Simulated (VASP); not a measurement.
Here is a VASP 6.6.1 calculation.

File INCAR:

```
SYSTEM = CdSe
PREC     = Accurate       ! precision mode
ENCUT    = 520            ! plane-wave cutoff, eV
EDIFF    = 1E-7           ! SCF threshold, eV
ISMEAR   = -1             ! smearing method
SIGMA    = 0.05           ! smearing width, eV
LREAL    = .FALSE.        ! projectors in reciprocal space
LASPH    = .TRUE.         ! aspherical terms in the spheres
NELM     = 80             ! most SCF steps
ALGO     = Normal         ! electronic algorithm
ISIF     = 2              ! what is computed and relaxed
LWAVE    = .FALSE.        ! write WAVECAR
LCHARG   = .TRUE.         ! write CHGCAR
GGA      = B5             ! functional
ALDAX    = 1.0          
AGGAX    = 1.0          
AGGAC    = 1.0          
ALDAC    = 0.0          
LELF     = .TRUE.         ! ELF
LVHAR    = .TRUE.       
NBANDS   = 16             ! bands
```

KPOINTS

```
Automatic mesh
0
G
  8 8 8
  0 0 0
```

Contents of POSCAR:

```
CdSe
1.0
    0.0000000000      2.8739580000      2.8739580000
    2.8739580000      0.0000000000      2.8739580000
    2.8739580000      2.8739580000      0.0000000000
Cd Se
1 1
Direct
    0.0000000000      0.0000000000      0.0000000000
    0.5000000000      0.5000000000      0.5000000000
```

Potentials or basis: VASP PAW PBE potentials, release 64 (Cd, Se).

Run with:

```sh
$ cat potpaw_PBE.64/Cd/POTCAR potpaw_PBE.64/Se/POTCAR > POTCAR
$ mpirun -np 1 vasp_std > vasp.out
```

Task: Estimate the band gap on the k mesh.

Result: Zero (band 9 reaches 2.67 eV, above the bottom of band 10 at 2.15 eV).

Task: Predict the pressure.

Result: 4.2 GPa.

Caveat: the PAW data sets were made with another functional, which shifts forces and pressure a little.
